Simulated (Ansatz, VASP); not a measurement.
## One calculation of ZnO, two programs

The input INCAR:

```
SYSTEM = ZnO
PREC = Accurate ; ENCUT = 520
EDIFF = 1E-8 ; ISMEAR = -1
SIGMA = 0.02 ; LREAL = .False.
LASPH = .True. ; NELM = 100
ALGO = Normal ; ISIF = 2
LWAVE = .False. ; LCHARG = .False.
LEFG = .True. ; NBANDS = 26
```

The input KPOINTS:

```
Automatic mesh
0
Gamma
  11 11 6
  0 0 0
```

The input POSCAR:

```
ZnO
1.0
    3.2709185479      0.0000000000      0.0000000000
   -1.6354592739      2.8326985562      0.0000000000
    0.0000000000      0.0000000000      5.2382632560
Zn O
2 2
Direct
    0.3333333333      0.6666666667      0.0000000000
    0.6666666667      0.3333333333      0.5000000000
    0.3333333333      0.6666666667      0.3821000000
    0.6666666667      0.3333333333      0.8821000000
```

Input for Ansatz:

```yaml
crystal:
  lattice:
    - [3.2709185479, 0.0, 0.0]
    - [-1.6354592739, 2.8326985562, 0.0]
    - [0.0, 0.0, 5.238263256]
  atoms:
    - { symbol: Zn, position: [0.3333333333, 0.6666666667, 0.0] }
    - { symbol: Zn, position: [0.6666666667, 0.3333333333, 0.5] }
    - { symbol: O, position: [0.3333333333, 0.6666666667, 0.3821] }
    - { symbol: O, position: [0.6666666667, 0.3333333333, 0.8821] }
kpoints:
  mp_grid: { grid: [11, 11, 6] }
scf:
  occupations: { method: fermi_dirac, width: 0.02 }
hamiltonian:
  xc: lda
  pseudopotentials: { kind: all_electron, datasets: crystal }
output:
  forces: true
  stress: true
  eigenvalues: true
  efg: { contact_densities: true }
```

Change from the starting cell: volume scaled by 1.02, crystal datasets.

Alike in both runs: task electric field gradients; functional LDA; k mesh 11 × 11 × 6; occupations fermi-dirac, width 0.02 eV; no spin polarisation.

|  | VASP | Ansatz |
| --- | --- | --- |
| version | VASP 6.6.1 | Ansatz 0.2.0 |
| potentials or method | VASP PAW LDA potentials, release 64 (Zn, O), cutoff 520 eV | all-electron PAW with datasets made for the crystal, scalar-relativistic |

Ansatz gave:

* pressure (GPa): -9.5
* traceless stress, the component that is largest in VASP (GPa): 0.46
* rms of the force components (eV/Å): 0.023
* size of Vzz on the site where it differs most (V/Å²): 7.0

Question: What did VASP give for the same quantities?

Answer: Pressure (GPa): -8.5; traceless stress, the component that is largest in VASP (GPa): 0.46; rms of the force components (eV/Å): 0.023; size of Vzz on the site where it differs most (V/Å²): 7.6.

LDA's correlation is that of Perdew and Zunger in VASP and of Perdew and Wang (1992) in Ansatz. Atom by atom the forces differ by 0.000 eV/Å (rms over components). Ansatz ran all-electron here, and VASP with PAW potentials.
